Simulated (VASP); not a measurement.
Set up this calculation in VASP 6.6.1, as the native input.

- Task: single point
- Functional: r2SCAN
- Potentials or basis: VASP PAW PBE potentials, release 64 (Cl, Li_sv)
- Cutoff: 520 eV
- k mesh: 1 × 1 × 1
- Occupations: fermi-dirac, width 0.05 eV
- Spin: no spin polarisation
- Dipole correction: no
- Further INCAR settings: LREAL = Auto; ALGO = Normal; EDIFF = 1e-06; NBANDS = 198

The system is LiCl.

```
Cl Li
1.0
    10.13271    0.00000    0.00000
     0.00000   10.13271    0.00000
     0.00000    0.00000   10.13271
Cl Li
32 32
Cartesian
  2.5332 0.0000 0.0000
  2.5332 0.0000 5.0664
  2.5332 5.0664 0.0000
  2.5332 5.0664 5.0664
  7.5995 0.0000 0.0000
  7.5995 0.0000 5.0664
  7.5995 5.0664 0.0000
  7.5995 5.0664 5.0664
  0.0000 2.5332 0.0000
  0.0000 2.5332 5.0664
  0.0000 7.5995 0.0000
  0.0000 7.5995 5.0664
  5.0664 2.5332 0.0000
  5.0664 2.5332 5.0664
  5.0664 7.5995 0.0000
  5.0664 7.5995 5.0664
  0.0000 0.0000 2.5332
  0.0000 0.0000 7.5995
  0.0000 5.0664 2.5332
  0.0000 5.0664 7.5995
  5.0664 0.0000 2.5332
  5.0664 0.0000 7.5995
  5.0664 5.0664 2.5332
  5.0664 5.0664 7.5995
  2.5332 2.5332 2.5332
  2.5332 2.5332 7.5995
  2.5332 7.5995 2.5332
  2.5332 7.5995 7.5995
  7.5995 2.5332 2.5332
  7.5995 2.5332 7.5995
  7.5995 7.5995 2.5332
  7.5995 7.5995 7.5995
  0.0000 0.0000 0.0000
  0.0000 0.0000 5.0664
  0.0000 5.0664 0.0000
  0.0000 5.0664 5.0664
  5.0664 0.0000 0.0000
  5.0664 0.0000 5.0664
  5.0664 5.0664 0.0000
  5.0664 5.0664 5.0664
  2.5332 2.5332 0.0000
  2.5332 2.5332 5.0664
  2.5332 7.5995 0.0000
  2.5332 7.5995 5.0664
  7.5995 2.5332 0.0000
  7.5995 2.5332 5.0664
  7.5995 7.5995 0.0000
  7.5995 7.5995 5.0664
  2.5332 0.0000 2.5332
  2.5332 0.0000 7.5995
  2.5332 5.0664 2.5332
  2.5332 5.0664 7.5995
  7.5995 0.0000 2.5332
  7.5995 0.0000 7.5995
  7.5995 5.0664 2.5332
  7.5995 5.0664 7.5995
  0.0000 2.5332 2.5332
  0.0000 2.5332 7.5995
  0.0000 7.5995 2.5332
  0.0000 7.5995 7.5995
  5.0664 2.5332 2.5332
  5.0664 2.5332 7.5995
  5.0664 7.5995 2.5332
  5.0664 7.5995 7.5995
```

These files were run (other wordings do the same):

POSCAR

```
LiCl
1.0
   10.1327090000      0.0000000000      0.0000000000
    0.0000000000     10.1327090000      0.0000000000
    0.0000000000      0.0000000000     10.1327090000
Cl Li
32 32
Direct
    0.2500000000      0.0000000000      0.0000000000
    0.2500000000      0.0000000000      0.5000000000
    0.2500000000      0.5000000000      0.0000000000
    0.2500000000      0.5000000000      0.5000000000
    0.7500000000      0.0000000000      0.0000000000
    0.7500000000      0.0000000000      0.5000000000
    0.7500000000      0.5000000000      0.0000000000
    0.7500000000      0.5000000000      0.5000000000
    0.0000000000      0.2500000000      0.0000000000
    0.0000000000      0.2500000000      0.5000000000
    0.0000000000      0.7500000000      0.0000000000
    0.0000000000      0.7500000000      0.5000000000
    0.5000000000      0.2500000000      0.0000000000
    0.5000000000      0.2500000000      0.5000000000
    0.5000000000      0.7500000000      0.0000000000
    0.5000000000      0.7500000000      0.5000000000
    0.0000000000      0.0000000000      0.2500000000
    0.0000000000      0.0000000000      0.7500000000
    0.0000000000      0.5000000000      0.2500000000
    0.0000000000      0.5000000000      0.7500000000
    0.5000000000      0.0000000000      0.2500000000
    0.5000000000      0.0000000000      0.7500000000
    0.5000000000      0.5000000000      0.2500000000
    0.5000000000      0.5000000000      0.7500000000
    0.2500000000      0.2500000000      0.2500000000
    0.2500000000      0.2500000000      0.7500000000
    0.2500000000      0.7500000000      0.2500000000
    0.2500000000      0.7500000000      0.7500000000
    0.7500000000      0.2500000000      0.2500000000
    0.7500000000      0.2500000000      0.7500000000
    0.7500000000      0.7500000000      0.2500000000
    0.7500000000      0.7500000000      0.7500000000
    0.0000000000      0.0000000000      0.0000000000
    0.0000000000      0.0000000000      0.5000000000
    0.0000000000      0.5000000000      0.0000000000
    0.0000000000      0.5000000000      0.5000000000
    0.5000000000      0.0000000000      0.0000000000
    0.5000000000      0.0000000000      0.5000000000
    0.5000000000      0.5000000000      0.0000000000
    0.5000000000      0.5000000000      0.5000000000
    0.2500000000      0.2500000000      0.0000000000
    0.2500000000      0.2500000000      0.5000000000
    0.2500000000      0.7500000000      0.0000000000
    0.2500000000      0.7500000000      0.5000000000
    0.7500000000      0.2500000000      0.0000000000
    0.7500000000      0.2500000000      0.5000000000
    0.7500000000      0.7500000000      0.0000000000
    0.7500000000      0.7500000000      0.5000000000
    0.2500000000      0.0000000000      0.2500000000
    0.2500000000      0.0000000000      0.7500000000
    0.2500000000      0.5000000000      0.2500000000
    0.2500000000      0.5000000000      0.7500000000
    0.7500000000      0.0000000000      0.2500000000
    0.7500000000      0.0000000000      0.7500000000
    0.7500000000      0.5000000000      0.2500000000
    0.7500000000      0.5000000000      0.7500000000
    0.0000000000      0.2500000000      0.2500000000
    0.0000000000      0.2500000000      0.7500000000
    0.0000000000      0.7500000000      0.2500000000
    0.0000000000      0.7500000000      0.7500000000
    0.5000000000      0.2500000000      0.2500000000
    0.5000000000      0.2500000000      0.7500000000
    0.5000000000      0.7500000000      0.2500000000
    0.5000000000      0.7500000000      0.7500000000
```

INCAR.step1

```
ALGO = Normal
EDIFF = 1E-4
ENCUT = 520
GGA = PE
ISMEAR = -1
LASPH = T
LCHARG = F
LREAL = Auto
LWAVE = T
NBANDS = 198
NELM = 60
PREC = Accurate
SIGMA = 0.05
```

INCAR.step2

```
ALGO = Normal
EDIFF = 1E-6
ENCUT = 520
ISIF = 2
ISMEAR = -1
ISTART = 1
LASPH = T
LCHARG = F
LMIXTAU = T
LREAL = Auto
LWAVE = F
METAGGA = R2SCAN
NBANDS = 198
NELM = 60
PREC = Accurate
SIGMA = 0.05
```

KPOINTS

```
k-points
0
Gamma
  1 1 1
```

Potentials or basis: VASP PAW PBE potentials, release 64 (Cl, Li_sv).

Command:

```bash
$ cat potpaw_PBE.64/Cl/POTCAR potpaw_PBE.64/Li_sv/POTCAR > POTCAR
$ cp INCAR.step1 INCAR
$ mpirun -np 1 vasp_gam > vasp.out
$ cp INCAR.step2 INCAR
$ mpirun -np 1 vasp_gam > vasp.out
```

It gave:

```
Band gap on the k mesh : 7.54 eV
```

Caveat: the k points lie up to 0.62 Å⁻¹ apart.

It took 17 min on 1 thread of Intel(R) Xeon(R) Platinum 8488C (Sapphire Rapids), on a shared host, peak memory 1.1 GiB.
